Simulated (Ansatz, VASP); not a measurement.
## Two plane-wave programs on LiH

```
Li H
1.0
     0.00000    2.14485    2.14485
     2.14485    0.00000    2.14485
     2.14485    2.14485    0.00000
Li H
1 1
Direct
  0.00000 0.00000 0.00000
  0.25000 0.25000 0.25000
```

Alike in both runs: functional PBE; k mesh 13 × 13 × 13; occupations fermi-dirac, width 0.05 eV; no spin polarisation.

Ansatz relaxed the structure, and its values are those at the end. VASP's run is a single point on that final structure, the one shown.

|  | VASP | Ansatz |
| --- | --- | --- |
| version | VASP 6.6.1 | Ansatz 0.2.0 |
| potentials or method | VASP PAW PBE potentials, release 64 (Li_sv, H) | PAW with Ansatz's default frozen-core files, scalar-relativistic |
| plane-wave cutoff (eV) | 520 | 420 |
| valence electrons in the cell | 4 | 4 |

```csv
,VASP,Ansatz,Ansatz less VASP
gap on the k mesh at the Fermi level (eV),4.33,4.33,-0.005
```

Noted on VASP's run: the cutoff is short for stress, so the pressure is rough.
